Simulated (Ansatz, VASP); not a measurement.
Two plane-wave programs on Nb

INCAR

```
PREC = Accurate
ENCUT = 520
EDIFF = 1E-6
ISMEAR = -1
SIGMA = 0.05
LREAL = F
LASPH = T
NELM = 80
ALGO = Normal
ISIF = 2
LWAVE = F
LCHARG = F
GGA = RP
NBANDS = 12
```

File KPOINTS:

```
regular mesh
0
Gamma
  11 11 11
```

Contents of POSCAR:

```
Nb
1.0
    0.0000000000      2.1150000000      2.1150000000
    2.1150000000      0.0000000000      2.1150000000
    2.1150000000      2.1150000000      0.0000000000
Nb
1
Direct
    0.0000000000      0.0000000000      0.0000000000
```

input.yaml

```yaml
crystal:
  lattice:
    - [0.0, 2.115, 2.115]
    - [2.115, 0.0, 2.115]
    - [2.115, 2.115, 0.0]
  atoms:
    - { symbol: Nb, position: [0.0, 0.0, 0.0] }
hamiltonian:
  xc: rpbe
  pseudopotentials: { kind: paw }
kpoints:
  mp_grid: { grid: [11, 11, 11] }
  band_path:
    path:
      - [[0.0, 0.0, 0.0], [0.5, 0.0, 0.5], [0.5, 0.25, 0.75], [0.375, 0.375, 0.75], [0.0, 0.0, 0.0], [0.5, 0.5, 0.5], [0.625, 0.25, 0.625], [0.5, 0.25, 0.75], [0.5, 0.5, 0.5], [0.375, 0.375, 0.75]]
      - [[0.625, 0.25, 0.625], [0.5, 0.0, 0.5]]
    npoints: 14
scf:
  occupations: { method: fermi_dirac, width: 0.05 }
  n_extra_bands: 6
output:
  forces: true
  stress: true
  eigenvalues: true
  fatbands: false
```

Alike in both runs: functional RPBE; k mesh 11 × 11 × 11; occupations fermi-dirac, width 0.05 eV; no spin polarisation.

|  | VASP | Ansatz |
| --- | --- | --- |
| version | VASP 6.6.1 | Ansatz 0.2.0 |
| potentials or method | VASP PAW PBE potentials, release 64 (Nb_sv) | Ansatz PAW |
| plane-wave cutoff (eV) | 520 | 420 |
| valence electrons in the cell | 13 | 13 |
| task | single point | band structure |

Ansatz gave:

```
gap on the k mesh at the Fermi level (eV) : none
pressure (GPa)                            : 0.9
```

Q: Which values does VASP return?

A: gap on the k mesh at the Fermi level (eV): none; pressure (GPa): 0.6.

VASP's potentials were made for PBE, not for RPBE. A gap of «none» marks a metal or a gap that the smearing closes. The functional is the same, so the differences come from potentials, cutoffs and numerics.
